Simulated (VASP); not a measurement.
Runs of VASP 6.6.1 on KBr. The structure is that of space group Fm-3m (No. 225), or close to it. The cells are those of the table. 

```tsv
cell	gap on the mesh (eV)	pressure (GPa)
a = 4.691, b = 4.691, c = 4.726 Å, angles 59.8, 59.8, 60.5°, 2 atoms	4.37	0.4
a = 4.796 Å, angles 60.0°, 2 atoms	(a)	-0.4
a = 4.657, b = 4.657, c = 4.586 Å, angles 60.5, 60.5, 59.0°, 2 atoms	4.49	1.2
a = 4.727, b = 4.727, c = 4.656 Å, angles 60.5, 60.5, 59.0°, 2 atoms	4.37	0.4
a = 4.552, b = 4.552, c = 4.517 Å, angles 60.3, 60.3, 59.5°, 2 atoms	4.66	(b)
```

Alike in all rows: task single point; level PBE; potentials or basis VASP PAW PBE potentials, release 64 (K_sv, Br); no spin polarisation; k mesh 6 × 6 × 6; cutoff (eV) 520; smearing gaussian 0.05 eV.

Problem. Estimate the missing entries.

Solution. (a) 4.22; (b) 2.5.

A k mesh can miss the band edges, and the runs leave out spin-orbit coupling on Br.
